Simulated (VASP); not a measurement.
# AlN (P6_3mc) in VASP: notebook, part 2 of 2

VASP 6.6.1. Earlier steps stand in the parts before.

## (3) Single point, r2SCAN

This run uses another cell than the first one, of the same volume but with other edges.

Contents of POSCAR:

```
AlN
1.0
    2.9234840133      0.0000000000      0.0000000000
   -1.4617420067      2.5318114231      0.0000000000
    0.0000000000      0.0000000000      5.6218299798
Al N
2 2
Direct
    0.3333333333      0.6666666667      0.0016929024
    0.6666666667      0.3333333333      0.5016929024
    0.3333333333      0.6666666667      0.3833070976
    0.6666666667      0.3333333333      0.8833070976
```

Contents of INCAR.step1:

```
PREC = Accurate
ENCUT = 520
ISMEAR = 0
SIGMA = 0.05
LREAL = F
LASPH = T
NELM = 80
NBANDS = 16
GGA = PE
ALGO = Normal
EDIFF = 1E-4
LWAVE = T
LCHARG = F
```

Contents of INCAR.step2:

```
PREC = Accurate
ENCUT = 520
EDIFF = 1E-6
ISMEAR = 0
SIGMA = 0.05
LREAL = F
LASPH = T
NELM = 80
ALGO = Normal
ISIF = 2
LWAVE = F
LCHARG = F
METAGGA = R2SCAN
LMIXTAU = T
NBANDS = 16
ISTART = 1
```

Contents of KPOINTS:

```
Automatic mesh
0
Gamma
  12 12 6
```

Potentials or basis: VASP PAW PBE potentials, release 64 (Al, N).

The run is started by

```console
$ cat potpaw_PBE.64/Al/POTCAR potpaw_PBE.64/N/POTCAR > POTCAR
$ cp INCAR.step1 INCAR
$ mpirun -np 1 vasp_std > vasp.out
$ cp INCAR.step2 INCAR
$ mpirun -np 1 vasp_std > vasp.out
```

OUTCAR:

```text
PREC = Accurate
   ENCUT = 520
   EDIFF = 1E-6
   ISMEAR = 0
   LREAL = F
   LASPH = T
   NELM = 80
   ISIF = 2
   METAGGA = R2SCAN
   ISTART = 1

 ion  position               nearest neighbor table
   1  0.333  0.667  0.002-   4 1.81   4 1.81   4 1.81   3 2.15   2 3.28   2 3.28   2 3.28   2 3.28
                             2 3.28   2 3.28
   2  0.667  0.333  0.502-   3 1.81   3 1.81   3 1.81   4 2.15   1 3.28   1 3.28   1 3.28   1 3.28
                             1 3.28   1 3.28
   3  0.333  0.667  0.383-   2 1.81   2 1.81   2 1.81   1 2.15
   4  0.667  0.333  0.883-   1 1.81   1 1.81   1 1.81   2 2.15

  LATTYP: Found a hexagonal cell.
 ALAT       =     2.9234840133
 C/A-ratio  =     1.9229898143

  Lattice vectors:

 A1 = (   2.9234840133,   0.0000000000,   0.0000000000)
 A2 = (  -1.4617420067,   2.5318114231,   0.0000000000)
 A3 = (   0.0000000000,   0.0000000000,   5.6218299798)

Analysis of symmetry for initial positions (statically):
=====================================================================
 Subroutine PRICEL returns:
 Original cell was already a primitive cell.

 Routine SETGRP: Setting up the symmetry group for a
 hexagonal supercell.

 Subroutine GETGRP returns: Found 12 space group operations
 (whereof  6 operations were pure point group operations)
 out of a pool of 24 trial point group operations.

The static configuration has the point symmetry C_3v.
 The point group associated with its full space group is C_6v.

Analysis of symmetry for dynamics (positions and initial velocities):
=====================================================================
 Subroutine PRICEL returns:
 Original cell was already a primitive cell.

 Routine SETGRP: Setting up the symmetry group for a
 hexagonal supercell.

 Subroutine GETGRP returns: Found 12 space group operations
 (whereof  6 operations were pure point group operations)
 out of a pool of 24 trial point group operations.

The dynamic configuration has the point symmetry C_3v.
 The point group associated with its full space group is C_6v.

 Subroutine INISYM returns: Found 12 space group operations
 (whereof  6 operations are pure point group operations),
 and found     1 'primitive' translations

----------------------------------------------------------------------------------------

                                     Primitive cell

  volume of cell :      41.6112

  direct lattice vectors                    reciprocal lattice vectors
     2.923484013  0.000000000  0.000000000     0.342057626  0.197487062  0.000000000
    -1.461742007  2.531811423  0.000000000     0.000000000  0.394974124  0.000000000
     0.000000000  0.000000000  5.621829980     0.000000000  0.000000000  0.177878023

  length of vectors
     2.923484013  2.923484013  5.621829980     0.394974124  0.394974124  0.177878023

  position of ions in fractional coordinates (direct lattice)
     0.333333333  0.666666667  0.001692902
     0.666666667  0.333333333  0.501692902
     0.333333333  0.666666667  0.383307098
     0.666666667  0.333333333  0.883307098

  ion indices of the primitive-cell ions
   primitive index   ion index
                 1           1
                 2           2
                 3           3
                 4           4

----------------------------------------------------------------------------------------
[... 22 lines left out ...]

 Found     76 irreducible k-points:

 Following reciprocal coordinates:
            Coordinates               Weight
  0.000000  0.000000  0.000000      1.000000
  0.083333 -0.000000  0.000000      6.000000
  0.166667  0.000000  0.000000      6.000000
  0.250000  0.000000  0.000000      6.000000
  0.333333  0.000000  0.000000      6.000000
  0.416667  0.000000  0.000000      6.000000
[... 16 lines left out ...]
  0.250000  0.000000  0.166667     12.000000
  0.333333  0.000000  0.166667     12.000000
 [... further k-points ...]
   k-points           NKPTS =     76   k-points in BZ     NKDIM =     76   number of bands    NBANDS=     16
   number of dos      NEDOS =    301   number of ions     NIONS =      4
   total plane-waves  NPLWV =  24192
   dimension x,y,z NGX =    24 NGY =   24 NGZ =   42
   dimension x,y,z NGXF=    48 NGYF=   48 NGZF=   84
   ions per type =               2   2
   NGX,Y,Z   is equivalent  to a cutoff of  13.65, 13.65, 12.42 a.u.
   NGXF,Y,Z  is equivalent  to a cutoff of  27.30, 27.30, 24.84 a.u.
 SYSTEM =  unknown system
   PREC   = accura    normal or accurate (medium, high low for compatibility)
   ISTART =      1    job   : 0-new  1-cont  2-samecut
   ICHARG =      0    charge: 1-file 2-atom 10-const
   ISPIN  =      1    spin polarized calculation?
   LNONCOLLINEAR =      F non collinear calculations
   LSORBIT =      F    spin-orbit coupling
   LASPH  =      T    aspherical Exc in radial PAW
   ENCUT  =  520.0 eV  38.22 Ry    6.18 a.u.   5.44  5.44 10.45*2*pi/ulx,y,z
   NELM   =     80;   NELMIN=  2; NELMDL=  0     # of ELM steps
   EDIFF  = 0.1E-05   stopping-criterion for ELM
   LREAL  =      F    real-space projection
   EDIFFG = 0.1E-04   stopping-criterion for IOM
   NSW    =      0    number of steps for IOM
   IBRION =     -1    ionic relax: 0-MD 1-quasi-New 2-CG
   NFREE  =      0    steps in history (QN), initial steepest desc. (CG)
   ISIF   =      2    stress and relaxation
   ISYM   =      2    0-nonsym 1-usesym 2-fastsym
   POTIM  = 0.5000    time-step for ionic-motion
   TEBEG  =    0.0;   TEEND  =   0.0 temperature during run
   PSTRESS=    0.0 pullay stress
   NELECT =      16.0000    total number of electrons
   NUPDOWN=      -1.0000    fix difference up-down
   EMIN   =  10.00;   EMAX   =-10.00  energy-range for DOS
   EFERMI =   0.00;   METHOD = LEGACY
   ISMEAR =     0;   SIGMA  =   0.05  broadening in eV -4-tet -1-fermi 0-gaus
   EFERMI_NEDOS =   21; number of points for ismear=-14 and -15
   IALGO  =     38    algorithm
   IMIX   =      4    mixing-type and parameters
     AMIX     =   0.40;   BMIX     =  1.00
     AMIX_MAG =   1.60;   BMIX_MAG =  1.00
  volume/ion in A,a.u.               =      10.40        70.20
  Fermi-wavevector in a.u.,A,eV,Ry     =   1.190451  2.249626 19.281821  1.417174
  Thomas-Fermi vector in A             =   2.326535
   LORBIT       =      0    0 simple, 1 ext, 2 COOP (PROOUT), +10 PAW based schemes
   METAGGA = R2SCAN    functional components
   LHFCALC =     F    Hartree Fock is set to
   AEXX    =    0.0000 exact exchange contribution
   IVDW    =     0    specifies the selected vdW correction
   LEPSILON=     F    determine dielectric tensor
   LRPA    =     F    only Hartree local field effects (RPA)
 non-spin polarized calculation
 Gauss-broadening in eV      SIGMA  =   0.05
  energy-cutoff  :      520.00
  volume of cell :       41.61
 maximum number of plane-waves:      1156
 NGX is ok and might be reduce to    24

 number of electron      16.0000001 magnetization

 Free energy of the ion-electron system (eV)
  ---------------------------------------------------
  ext. energy  EPLUGINS =         0.00000000
  ---------------------------------------------------
  free energy    TOTEN  =       -37.30254582 eV

  energy without entropy =      -37.30254582  energy(sigma->0) =      -37.30254582

 E-fermi :   6.2968     XC(G=0): -11.4002

 val. band max:        6.0298638790   @ k =   0.0000   0.0000   0.0000
 cond. band min:       9.6596430195   @ k =   0.0000   0.0000   0.0000
 fundamental gap:      3.6297791405
 Fermi energy:         6.2967949430

 k-point     1 :       0.0000    0.0000    0.0000
  band No.  band energies     occupation
      1     -10.1258      2.00000
      2      -8.7414      2.00000
      3      -0.5688      2.00000
      4       5.0713      2.00000
      5       5.7638      2.00000
      6       5.7638      2.00000
[... 433 lines left out ...]
      3       1.1524      2.00000
      4       1.7748      2.00000
      5       2.2761      2.00000
      6       4.8090      2.00000
[... 8 lines left out ...]
     15      19.2510      0.00000
     16      21.7186      0.00000

 [... further k-points ...]
[... 5 lines left out ...]
  --------------------------------------------------------------------------------------
  -------------------------------------------------------------------------------------
  Total        8.6284242      8.6284242     -9.8132859     -0.0000000      0.0000000      0.0000000
  in kB      332.2249796    332.2249796   -377.8463647     -0.0000000      0.0000000      0.0000000
  external PRESSURE =      95.5345315 kB  Pullay stress =       0.0000000 kB

 VOLUME and BASIS-vectors are now :
 -----------------------------------------------------------------------------
  energy-cutoff  :      520.00
  volume of cell :       41.61
      direct lattice vectors                 reciprocal lattice vectors
     2.923484013  0.000000000  0.000000000     0.342057626  0.197487062  0.000000000
    -1.461742007  2.531811423  0.000000000     0.000000000  0.394974124  0.000000000
     0.000000000  0.000000000  5.621829980     0.000000000  0.000000000  0.177878023

 POSITION                                       TOTAL-FORCE (eV/Angst)
 -----------------------------------------------------------------------------------
     -0.00000      1.68787      0.00952         0.000000     -0.000000      0.829373
      1.46174      0.84394      2.82043        -0.000000      0.000000      0.829373
     -0.00000      1.68787      2.15489         0.000000     -0.000000     -0.829373
      1.46174      0.84394      4.96580        -0.000000      0.000000     -0.829373
 -----------------------------------------------------------------------------------
    total drift:                               -0.000000     -0.000000      0.018540

  FREE ENERGIE OF THE ION-ELECTRON SYSTEM (eV)
  ---------------------------------------------------
  free  energy   TOTEN  =       -37.3025458159 eV

  energy  without entropy=      -37.3025458159  energy(sigma->0) =      -37.30254582
```

Run time: 1.8 min. Hardware: 1 thread of AMD EPYC 9R45 (Zen 5), shared host; peak memory 0.16 GiB.

What came out:

```
Free energy            : -37.3025 eV
Pressure               : 9.6 GPa
Largest force          : 0.829 eV/Å
Band gap on the k mesh : 3.63 eV, direct
```

Forces in eV/Å, atoms in the order of the input:
```
Al   0.000  0.000  0.829
Al   0.000  0.000  0.829
N    0.000  0.000 -0.829
N    0.000  0.000 -0.829
```

Stress tensor (GPa, compression positive):
```
 33.22   0.00   0.00
  0.00  33.22   0.00
  0.00   0.00 -37.78
```

Caveat: the PAW data sets were made with another functional, which shifts forces and pressure a little. A k mesh can miss the band edges.

## (4) Single point, r2SCAN

This run uses another cell than the first one, of the same volume but with other edges.

Contents of POSCAR:

```
AlN
1.0
    3.1942227330      0.0000000000      0.0000000000
   -1.5971113665      2.7662780322      0.0000000000
    0.0000000000      0.0000000000      4.7092176314
Al N
2 2
Direct
    0.3333333333      0.6666666667      0.0016929024
    0.6666666667      0.3333333333      0.5016929024
    0.3333333333      0.6666666667      0.3833070976
    0.6666666667      0.3333333333      0.8833070976
```

Contents of INCAR.step1:

```
SYSTEM = AlN
PREC = Accurate ; ENCUT = 520
ISMEAR = 0 ; SIGMA = 0.05
LREAL = .FALSE. ; LASPH = .TRUE.
NELM = 100 ; NBANDS = 16
GGA = PE ; ALGO = Normal
EDIFF = 1E-4 ; LWAVE = .TRUE.
LCHARG = .FALSE.
```

Contents of INCAR.step2:

```
SYSTEM = AlN
PREC = Accurate ; ENCUT = 520
EDIFF = 1E-6 ; ISMEAR = 0
SIGMA = 0.05 ; LREAL = .FALSE.
LASPH = .TRUE. ; NELM = 100
ALGO = Normal ; ISIF = 2
LWAVE = .FALSE. ; LCHARG = .FALSE.
METAGGA = R2SCAN ; LMIXTAU = .TRUE.
NBANDS = 16 ; ISTART = 1
```

Contents of KPOINTS:

```
regular mesh
0
G
  12 12 6
  0 0 0
```

The run is started by

```console
$ cat potpaw_PBE.64/Al/POTCAR potpaw_PBE.64/N/POTCAR > POTCAR
$ cp INCAR.step1 INCAR
$ mpirun -np 1 vasp_std > vasp.out
$ cp INCAR.step2 INCAR
$ mpirun -np 1 vasp_std > vasp.out
```

It took 95 s on 1 thread of AMD EPYC 9R45 (Zen 5), shared host; peak memory 0.15 GiB.

Results (log left out):

```yaml
Free_energy: -38.1939 eV
Pressure: 0.7 GPa
Largest_force: 1.392 eV/Å
Band_gap_on_the_k_mesh: 4.66 eV, direct
```

Forces on the atoms (eV/Å):
```
Al   0.000  0.000 -1.392
Al   0.000  0.000 -1.392
N    0.000  0.000  1.392
N    0.000  0.000  1.392
```

Stress tensor (GPa, compression positive):
```
-11.53   0.00   0.00
  0.00 -11.53   0.00
  0.00   0.00  25.27
```

Levels at points of the mesh, in eV from the valence-band top:
| k point | band 5 | band 6 | band 7 | band 8 | band 9 | band 10 | band 11 | band 12 |
| --- | --- | --- | --- | --- | --- | --- | --- | --- |
| (0.00, 0.00, 0.00) | -1.44 | -0.51 | -0.51 | 0.00 | 4.66 | 6.55 | 11.06 | 11.06 |
| (0.50, 0.00, 0.00) | -3.60 | -2.69 | -1.97 | -0.83 | 5.90 | 6.81 | 8.77 | 11.14 |
| (0.00, 0.00, 0.50) | -0.99 | -0.99 | -0.99 | -0.99 | 6.69 | 6.69 | 11.36 | 11.36 |
| (0.50, 0.00, 0.50) | -1.88 | -1.88 | -1.37 | -1.37 | 5.99 | 5.99 | 10.20 | 10.20 |

Caveat: the PAW data sets were made with another functional, which shifts forces and pressure a little.

## (5) Summary

```tsv
cell	gap on the mesh (eV)	pressure (GPa)	largest force (eV/Å)
a = 3.280, b = 3.280, c = 4.467 Å, angles 90.0, 90.0, 120.0°, 4 atoms	4.46	5.7	3.64
a = 2.923, b = 2.923, c = 5.622 Å, angles 90.0, 90.0, 120.0°, 4 atoms	3.63	9.6	0.83
a = 3.194, b = 3.194, c = 4.709 Å, angles 90.0, 90.0, 120.0°, 4 atoms	4.66	0.7	1.39
```

Alike in all rows: task single point; level r2SCAN; potentials or basis VASP PAW PBE potentials, release 64 (Al, N); no spin polarisation; k mesh 12 × 12 × 6; cutoff (eV) 520; smearing gaussian 0.05 eV.

Caveats: the PAW data sets were made with another functional, which shifts forces and pressure a little.

Absolute energies hang on the potentials; compare differences alone.
